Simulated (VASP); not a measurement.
# ZnS7 (P2) in VASP: single point with PBE

Aim: the single point of ZnS7 with PBE.

All numbers are computed with VASP 6.6.1; they aren't measurements. Logs are shortened: lines on timing, memory, paths and dates and some standing lists are left out, and cuts for length are marked.

**1. The cell of the first run**

Symmetry: P2, No. 3, monoclinic system. Conventional cell: a = 4.277 Å, b = 4.634 Å, c = 11.694 Å, α = 90.00°, β = 96.46°, γ = 90.00°. Zn (site symmetry 2) has 2 S at 2.19 Å within 2.9 Å. S (site symmetry 1) has 2 S at 2.05 to 2.10 Å within 2.7 Å. S (site symmetry 1) has 2 S at 2.05 to 2.09 Å within 2.7 Å. Within 2.8 Å of S (site symmetry 1) lie 1 S at 2.10 Å and 1 Zn at 2.19 Å. S (site symmetry 2) has 2 S at 2.09 Å within 2.8 Å.

**2. Single point, PBE**

INCAR reads:

```
PREC     = Accurate       # precision mode
ENCUT    = 520            # plane-wave cutoff, eV
EDIFF    = 1E-6           # SCF threshold, eV
ISMEAR   = 0              # smearing method
SIGMA    = 0.2            # smearing width, eV
LREAL    = F              # projectors in reciprocal space
LASPH    = T              # aspherical terms in the spheres
NELM     = 60             # most SCF steps
ALGO     = Normal         # electronic algorithm
ISIF     = 2              # what is computed and relaxed
LWAVE    = F              # write WAVECAR
LCHARG   = F              # write CHGCAR
GGA      = PE             # functional
NBANDS   = 37             # bands
```

KPOINTS reads:

```
regular mesh
0
Gamma
  4 4 2
```

POSCAR reads:

```
ZnS7
1.0
    4.2711636950      0.0000000000     -0.2290715887
    0.0000000000      4.6340619955      0.0000000000
   -0.6919136704      0.0000000000     11.6735341683
Zn S
1 7
Direct
    0.0000000000      0.7483676594      0.0000000000
    0.8813152940      0.5187668354      0.2689744803
    0.2040620524      0.7317556008      0.3812266068
    0.6868477148      0.7882810058      0.1354774909
    0.1186847060      0.5187668354      0.7310255197
    0.7959379476      0.7317556008      0.6187733932
    0.3131522852      0.7882810058      0.8645225091
    0.0000000000     -0.0139745433      0.5000000000
```

Potentials or basis: VASP PAW PBE potentials, release 64 (Zn, S).

Launch:

```
> cat potpaw_PBE.64/Zn/POTCAR potpaw_PBE.64/S/POTCAR > POTCAR
> mpirun -np 1 vasp_std > vasp.out
```

OUTCAR:

```text
PREC = Accurate
   ENCUT = 520
   EDIFF = 1E-6
   ISMEAR = 0
   LREAL = F
   LASPH = T
   NELM = 60
   ISIF = 2
   GGA = PE

 ion  position               nearest neighbor table
   1  0.000  0.748  0.000-   4 2.19   7 2.19
   2  0.881  0.519  0.269-   3 2.05   4 2.10
   3  0.204  0.732  0.381-   2 2.05   8 2.09
   4  0.687  0.788  0.135-   2 2.10   1 2.19
   5  0.119  0.519  0.731-   6 2.05   7 2.10
   6  0.796  0.732  0.619-   5 2.05   8 2.09
   7  0.313  0.788  0.865-   5 2.10   1 2.19
   8  0.000  0.986  0.500-   3 2.09   6 2.09

  LATTYP: Found a simple monoclinic cell.
 ALAT       =     4.2773020822
 B/A-ratio  =     1.0834076964
 C/A-ratio  =     2.7339714422
 COS(beta)  =    -0.1125445715

  Lattice vectors:

 A1 = (   4.2711636950,   0.0000000000,  -0.2290715887)
 A2 = (   0.0000000000,   4.6340619955,   0.0000000000)
 A3 = (  -0.6919136704,   0.0000000000,  11.6735341683)

Analysis of symmetry for initial positions (statically):
=====================================================================
 Subroutine PRICEL returns:
 Original cell was already a primitive cell.

 Routine SETGRP: Setting up the symmetry group for a
 simple monoclinic supercell.

 Subroutine GETGRP returns: Found  2 space group operations
 (whereof  2 operations were pure point group operations)
 out of a pool of  4 trial point group operations.

The static configuration has the point symmetry C_2 .

Analysis of symmetry for dynamics (positions and initial velocities):
=====================================================================
 Subroutine PRICEL returns:
 Original cell was already a primitive cell.

 Routine SETGRP: Setting up the symmetry group for a
 simple monoclinic supercell.

 Subroutine GETGRP returns: Found  2 space group operations
 (whereof  2 operations were pure point group operations)
 out of a pool of  4 trial point group operations.

The dynamic configuration has the point symmetry C_2 .

 Subroutine INISYM returns: Found  2 space group operations
 (whereof  2 operations are pure point group operations),
 and found     1 'primitive' translations

----------------------------------------------------------------------------------------

                                     Primitive cell

  volume of cell :     230.3179

  direct lattice vectors                    reciprocal lattice vectors
     4.271163695  0.000000000 -0.229071589     0.234874871  0.000000000  0.013921502
     0.000000000  4.634061995  0.000000000     0.000000000  0.215793401  0.000000000
    -0.691913670  0.000000000 11.673534168     0.004608986  0.000000000  0.085937044

  length of vectors
     4.277302082  4.634061995 11.694021742     0.235287087  0.215793401  0.086060550

  position of ions in fractional coordinates (direct lattice)
     0.000000000  0.748367659  0.000000000
     0.881315294  0.518766835  0.268974480
     0.204062052  0.731755601  0.381226607
     0.686847715  0.788281006  0.135477491
     0.118684706  0.518766835  0.731025520
     0.795937948  0.731755601  0.618773393
     0.313152285  0.788281006  0.864522509
     1.000000000  0.986025457  0.500000000

  ion indices of the primitive-cell ions
   primitive index   ion index
                 1           1
                 2           2
                 3           3
                 4           4
                 5           5
                 6           6
                 7           7
                 8           8

----------------------------------------------------------------------------------------

 KPOINTS: regular mesh

Automatic generation of k-mesh.
 Grid dimensions read from file:
 generate k-points for:    4    4    2

 Generating k-lattice:

  Cartesian coordinates                     Fractional coordinates (reciprocal lattice)
     0.058718718  0.000000000  0.003480376     0.250000000  0.000000000 -0.000000000
     0.000000000  0.053948350  0.000000000     0.000000000  0.250000000  0.000000000
     0.002304493  0.000000000  0.042968522     0.000000000  0.000000000  0.500000000

  Length of vectors
     0.058821772  0.053948350  0.043030275

  Shift w.r.t. Gamma in fractional coordinates (k-lattice)
     0.000000000  0.000000000  0.000000000

 Subroutine IBZKPT returns following result:
 ===========================================

 Found     18 irreducible k-points:

 Following reciprocal coordinates:
            Coordinates               Weight
  0.000000  0.000000  0.000000      1.000000
  0.250000  0.000000  0.000000      2.000000
  0.500000  0.000000  0.000000      1.000000
  0.000000  0.250000  0.000000      2.000000
  0.250000  0.250000  0.000000      4.000000
  0.500000  0.250000  0.000000      2.000000
[... 10 lines left out ...]
  0.250000  0.500000  0.500000      2.000000
  0.500000  0.500000  0.500000      1.000000
   k-points           NKPTS =     18   k-points in BZ     NKDIM =     18   number of bands    NBANDS=     37
   number of dos      NEDOS =    301   number of ions     NIONS =      8
   total plane-waves  NPLWV = 103680
   dimension x,y,z NGX =    32 NGY =   36 NGZ =   90
   dimension x,y,z NGXF=    64 NGYF=   72 NGZF=  180
   ions per type =               1   7
   NGX,Y,Z   is equivalent  to a cutoff of  12.44, 12.91, 12.79 a.u.
   NGXF,Y,Z  is equivalent  to a cutoff of  24.87, 25.83, 25.59 a.u.
 SYSTEM =  unknown system
   PREC   = accura    normal or accurate (medium, high low for compatibility)
   ISTART =      0    job   : 0-new  1-cont  2-samecut
   ICHARG =      2    charge: 1-file 2-atom 10-const
   ISPIN  =      1    spin polarized calculation?
   LNONCOLLINEAR =      F non collinear calculations
   LSORBIT =      F    spin-orbit coupling
   LASPH  =      T    aspherical Exc in radial PAW
   ENCUT  =  520.0 eV  38.22 Ry    6.18 a.u.   7.95  8.62 21.74*2*pi/ulx,y,z
   NELM   =     60;   NELMIN=  2; NELMDL= -5     # of ELM steps
   EDIFF  = 0.1E-05   stopping-criterion for ELM
   LREAL  =      F    real-space projection
   EDIFFG = 0.1E-04   stopping-criterion for IOM
   NSW    =      0    number of steps for IOM
   IBRION =     -1    ionic relax: 0-MD 1-quasi-New 2-CG
   NFREE  =      0    steps in history (QN), initial steepest desc. (CG)
   ISIF   =      2    stress and relaxation
   ISYM   =      2    0-nonsym 1-usesym 2-fastsym
   POTIM  = 0.5000    time-step for ionic-motion
   TEBEG  =    0.0;   TEEND  =   0.0 temperature during run
   PSTRESS=    0.0 pullay stress
   NELECT =      54.0000    total number of electrons
   NUPDOWN=      -1.0000    fix difference up-down
   EMIN   =  10.00;   EMAX   =-10.00  energy-range for DOS
   EFERMI =   0.00;   METHOD = LEGACY
   ISMEAR =     0;   SIGMA  =   0.20  broadening in eV -4-tet -1-fermi 0-gaus
   EFERMI_NEDOS =   21; number of points for ismear=-14 and -15
   IALGO  =     38    algorithm
   IMIX   =      4    mixing-type and parameters
     AMIX     =   0.40;   BMIX     =  1.00
     AMIX_MAG =   1.60;   BMIX_MAG =  1.00
  volume/ion in A,a.u.               =      28.79       194.28
  Fermi-wavevector in a.u.,A,eV,Ry     =   1.009478  1.907637 13.864961  1.019046
  Thomas-Fermi vector in A             =   2.142409
   LORBIT       =      0    0 simple, 1 ext, 2 COOP (PROOUT), +10 PAW based schemes
   GGA     = PE    functional components
   LHFCALC =     F    Hartree Fock is set to
   AEXX    =    0.0000 exact exchange contribution
   IVDW    =     0    specifies the selected vdW correction
   LEPSILON=     F    determine dielectric tensor
   LRPA    =     F    only Hartree local field effects (RPA)
 non-spin polarized calculation
 Gauss-broadening in eV      SIGMA  =   0.20
  energy-cutoff  :      520.00
  volume of cell :      230.32
 maximum number of plane-waves:      6234
 NGX is ok and might be reduce to    32
   NGX = 15   NGY = 17   NGZ = 43

 number of electron      53.9999995 magnetization

 Free energy of the ion-electron system (eV)
  ---------------------------------------------------
  ext. energy  EPLUGINS =         0.00000000
  ---------------------------------------------------
  free energy    TOTEN  =       -30.16765222 eV

  energy without entropy =      -30.16765221  energy(sigma->0) =      -30.16765221

 E-fermi :   1.6610     XC(G=0):  -7.6735

 val. band max:        0.9023510537   @ k =   0.0000   0.0000   0.0000
 cond. band min:       2.4085080377   @ k =   0.0000   0.0000   0.0000
 fundamental gap:      1.5061569840
 Fermi energy:         1.6609920981

 k-point     1 :       0.0000    0.0000    0.0000
  band No.  band energies     occupation
      1     -15.0493      2.00000
      2     -14.3946      2.00000
      3     -13.3333      2.00000
      4     -11.9152      2.00000
      5     -10.9433      2.00000
      6      -9.0119      2.00000
[... 29 lines left out ...]
     36       6.4670      0.00000
     37       7.1375      0.00000

 k-point     2 :       0.2500    0.0000    0.0000
  band No.  band energies     occupation
      1     -14.9571      2.00000
      2     -14.3332      2.00000
      3     -13.2604      2.00000
      4     -12.0222      2.00000
      5     -10.8422      2.00000
      6      -9.1892      2.00000
[... 29 lines left out ...]
     36       6.5522      0.00000
     37       7.2354      0.00000

 k-point     3 :       0.5000    0.0000    0.0000
  band No.  band energies     occupation
      1     -14.8565      2.00000
      2     -14.2688      2.00000
      3     -13.1826      2.00000
      4     -12.1361      2.00000
      5     -10.7450      2.00000
      6      -9.3710      2.00000
[... 29 lines left out ...]
     36       7.0548      0.00000
     37       7.7279      0.00000
[... 521 lines left out ...]
 k-point    17 :       0.2500    0.5000    0.5000
  band No.  band energies     occupation
      1     -14.8471      2.00000
      2     -14.2927      2.00000
      3     -13.1834      2.00000
      4     -12.1037      2.00000
      5     -10.7948      2.00000
      6      -9.5342      2.00000
[... 29 lines left out ...]
     36       6.5462      0.00000
     37       7.5015      0.00000

 k-point    18 :       0.5000    0.5000    0.5000
  band No.  band energies     occupation
      1     -14.7546      2.00000
      2     -14.2106      2.00000
      3     -13.1646      2.00000
      4     -12.0907      2.00000
      5     -10.8706      2.00000
      6      -9.4958      2.00000
[... 29 lines left out ...]
     36       7.2519      0.00000
     37       7.6941      0.00000

------------------------ aborting loop because EDIFF is reached ----------------------------------------

  FORCE on cell =-STRESS in cart. coord.  units (eV):
  Direction    XX          YY          ZZ          XY          YZ          ZX
  --------------------------------------------------------------------------------------
  -------------------------------------------------------------------------------------
  Total        0.1447779      0.4144704     -0.2391637      0.0000000      0.0000000     -0.4332022
  in kB        1.0071296      2.8832110     -1.6637121      0.0000000      0.0000000     -3.0135167
  external PRESSURE =       0.7422095 kB  Pullay stress =       0.0000000 kB

 VOLUME and BASIS-vectors are now :
 -----------------------------------------------------------------------------
  energy-cutoff  :      520.00
  volume of cell :      230.32
      direct lattice vectors                 reciprocal lattice vectors
     4.271163695  0.000000000 -0.229071589     0.234874871  0.000000000  0.013921502
     0.000000000  4.634061995  0.000000000     0.000000000  0.215793401  0.000000000
    -0.691913670  0.000000000 11.673534168     0.004608986  0.000000000  0.085937044

 POSITION                                       TOTAL-FORCE (eV/Angst)
 -----------------------------------------------------------------------------------
      0.00000      3.46798      0.00000         0.000000      0.024171      0.000000
      3.57813      2.40400      2.93800         0.023328      0.083259      0.026402
      0.60781      3.39100      4.40352        -0.100550      0.005227     -0.007649
      2.83990      3.65294      1.42416        -0.012416     -0.044116      0.117952
      0.00112      2.40400      8.50646        -0.023328      0.083259     -0.026402
      2.97144      3.39100      7.04095         0.100550      0.005227      0.007649
      0.73935      3.65294     10.02030         0.012416     -0.044116     -0.117952
     -0.34596      4.56930      5.83677         0.000000     -0.112910      0.000000
 -----------------------------------------------------------------------------------
    total drift:                                0.000000     -0.001348     -0.000009

  FREE ENERGIE OF THE ION-ELECTRON SYSTEM (eV)
  ---------------------------------------------------
  free  energy   TOTEN  =       -30.1676522177 eV

  energy  without entropy=      -30.1676522115  energy(sigma->0) =      -30.16765221
```

Wall time 2.4 min (1 thread of Intel Xeon Platinum 8259CL at 2.50GHz (Skylake/Cascade Lake), shared host); peak memory 0.37 GiB.

What came out:

```yaml
Free_energy: -30.1677 eV
Pressure: 0.1 GPa
Largest_force: 0.127 eV/Å
Band_gap_on_the_k_mesh: 1.51 eV
```

Forces in eV/Å, atoms in the order of the input:
```
Zn   0.000  0.024  0.000
S    0.023  0.083  0.026
S   -0.101  0.005 -0.008
S   -0.012 -0.044  0.118
S   -0.023  0.083 -0.026
S    0.101  0.005  0.008
S    0.012 -0.044 -0.118
S    0.000 -0.113  0.000
```

Stress tensor (GPa, compression positive):
```
 0.10  0.00 -0.30
 0.00  0.29  0.00
-0.30  0.00 -0.17
```

A k mesh can miss the band edges.
